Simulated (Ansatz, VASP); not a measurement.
One calculation of BN, two programs

```
B N
1.0
     0.00000    3.53985    2.16883
     1.25384    0.00000    2.16883
     1.25384    3.53985    0.00000
B N
1 1
Direct
  0.00011 0.00011 0.99989
  0.66659 0.66659 0.33341
```

Change from the starting cell: strain +0.0600 x Voigt [0, 1, 0, 0, 0, 0], atoms carried along.

Alike in both runs: task single point; functional PBE; dispersion D3(BJ); k mesh 12 × 12 × 12; occupations gaussian, width 0.05 eV; no spin polarisation.

```csv
,VASP,Ansatz
version,VASP 6.6.1,Ansatz 0.2.0
potentials or method,"VASP PAW PBE potentials, release 64 (B, N), cutoff 520 eV","scalar-relativistic, plane waves, PAW"
valence electrons in the cell,8,8
```

Ansatz gave:

- gap on the k mesh at the Fermi level (eV): 3.90
- least direct gap on the mesh (eV): 4.55
- pressure (GPa): -0.3
- traceless stress, the component that is largest in VASP (GPa): -0.92
- rms of the force components (eV/Å): 0.004

**Question.** Estimate VASP's values.

**Answer.** gap on the k mesh at the Fermi level (eV): 3.89; least direct gap on the mesh (eV): 4.55; pressure (GPa): -0.2; traceless stress, the component that is largest in VASP (GPa): -1.13; rms of the force components (eV/Å): 0.004.

Atom by atom the forces differ by 0.000 eV/Å (rms over components).
